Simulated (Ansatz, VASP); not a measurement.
## One calculation of MnSi, two programs

File INCAR:

```
PREC     = Accurate       # precision mode
ENCUT    = 520            # plane-wave cutoff, eV
EDIFF    = 1E-6           # SCF threshold, eV
ISMEAR   = -1             # smearing method
SIGMA    = 0.05           # smearing width, eV
LREAL    = False          # projectors in reciprocal space
LASPH    = True           # aspherical terms in the spheres
NELM     = 150            # most SCF steps
ALGO     = Normal         # electronic algorithm
ISIF     = 2              # what is computed and relaxed
LWAVE    = False          # write WAVECAR
LCHARG   = False          # write CHGCAR
ISPIN    = 2              # spin polarisation
MAGMOM   = 4 0            # initial moments
LORBIT   = 11             # projections on sites
LMAXMIX  = 4              # l up to which the mixer works
GGA      = PE             # functional
NBANDS   = 20             # bands
```

Contents of KPOINTS:

```
regular mesh
0
Gamma
  9 9 9
```

Contents of POSCAR:

```
MnSi
1.0
    3.0925268806      0.0000000000      0.0000000000
    0.0000000000      3.0925268806      0.0000000000
    0.0000000000      0.0000000000      3.0925268806
Mn Si
1 1
Direct
    0.0000000000      0.0000000000      0.0000000000
    0.5000000000      0.5000000000      0.5000000000
```

The input input.yaml:

```yaml
crystal:
  lattice:
    - [3.0925268806, 0.0, 0.0]
    - [0.0, 3.0925268806, 0.0]
    - [0.0, 0.0, 3.0925268806]
  atoms:
    - { symbol: Mn, position: [0.0, 0.0, 0.0], spin: 4.0 }
    - { symbol: Si, position: [0.5, 0.5, 0.5] }
kpoints:
  mp_grid: { grid: [9, 9, 9] }
scf:
  occupations: { method: fermi_dirac, width: 0.05 }
hamiltonian:
  xc: pbe
  pseudopotentials: { kind: all_electron, lapw: { basis_error: 0.0005 } }
magnetization:
  spin_polarized: true
output:
  forces: true
  stress: true
  eigenvalues: true
```

Change from the starting cell: volume scaled by 1.02.

Alike in both runs: task single point; functional PBE; k mesh 9 × 9 × 9; occupations fermi-dirac, width 0.05 eV; collinear spin.

|  | VASP | Ansatz |
| --- | --- | --- |
| version | VASP 6.6.1 | Ansatz 0.2.0 |
| potentials or method | VASP PAW PBE potentials, release 64 (Mn_pv, Si), cutoff 520 eV | all-electron LAPW, scalar-relativistic |

```csv
,VASP,Ansatz,Ansatz less VASP
gap on the k mesh at the Fermi level (eV),none,none,-
pressure (GPa),-18.5,-18.5,-0.03
net moment per atom (μB),1.29,1.29,-0.001
size of the moment on the site where the two differ most (μB),2.69,2.77,+0.074
```

Site moments also hang on the region over which each program counts them. A gap of «none» marks a metal or a gap that the smearing closes. Ansatz ran all-electron here, and VASP with PAW potentials.
